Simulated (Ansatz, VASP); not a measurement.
# BaTiO3 in VASP and in Ansatz

```
Ba Ti O
1.0
     3.97239    0.00000    0.00000
     0.00000    2.89056    2.91590
     0.00000   -2.89056    2.91590
Ba Ti O
1 1 3
Cartesian
  0.0000 0.0000 0.0676
  1.9862 0.0000 3.0781
  0.0000 0.0000 2.8418
  1.9862 -1.3967 4.2850
  1.9862 1.3967 4.2850
```

Alike in both runs: functional PBE; k mesh 8 × 8 × 8; occupations gaussian, width 0.02 eV; no spin polarisation.

Ansatz relaxed the structure, and its values are those at the end. VASP's run is a single point on that final structure, the one shown.

|  | VASP | Ansatz |
| --- | --- | --- |
| version | VASP 6.6.1 | Ansatz 0.2.0 |
| potentials or method | VASP PAW PBE potentials, release 64 (Ba_sv, Ti_sv, O), cutoff 520 eV | scalar-relativistic, plane waves, PAW |
| valence electrons in the cell | 40 | 40 |

VASP gave:

```
gap on the k mesh at the Fermi level (eV) : 2.35
least direct gap on the mesh (eV)         : 2.89
pressure (GPa)                            : 1.6
rms of the force components (eV/Å)        : 0.037
```

Task: What did Ansatz give for the same quantities?

Result: gap on the k mesh at the Fermi level (eV): 2.39; least direct gap on the mesh (eV): 2.90; pressure (GPa): 0.0; rms of the force components (eV/Å): 0.001.

Spin-orbit coupling is off throughout.
